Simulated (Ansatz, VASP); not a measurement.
**Two plane-wave programs on GaBiO2**

```xyz
4
Lattice="2.9919 -3.2704 0.0000 2.9919 3.2704 0.0000 0.0000 0.0000 3.7426" Properties=species:S:1:pos:R:3 pbc="T T T"
Ga    0.0000    0.0000    0.0000
Bi    2.9919    0.0000    1.8713
O     2.9919   -1.4924    0.0000
O     2.9919    1.4924    0.0000
```

Alike in both runs: functional PBE; k mesh 4 × 4 × 4; occupations gaussian, width 0.15 eV; no spin polarisation.

Ansatz relaxed the structure, and its values are those at the end. VASP's run is a single point on that final structure, the one shown.

|  | VASP | Ansatz |
| --- | --- | --- |
| version | VASP 6.6.1 | Ansatz 0.2.0 |
| potentials or method | VASP PAW PBE potentials, release 64 (Ga_d, Bi_d, O), cutoff 520 eV | scalar-relativistic, plane waves, PAW |
| valence electrons in the cell | 40 | 40 |

VASP gave:

* gap on the k mesh at the Fermi level (eV): none
* pressure (GPa): 0.3
* rms of the force components (eV/Å): 0.022

Question: What did Ansatz give for the same quantities?

Answer: gap on the k mesh at the Fermi level (eV): none; pressure (GPa): 0.2; rms of the force components (eV/Å): 0.007.

A gap of «none» marks a metal or a gap that the smearing closes. The functional is the same, so the differences come from potentials, cutoffs and numerics.

The k mesh is coarse, so the values compare programs but aren't converged. Neither program's run includes spin-orbit coupling.
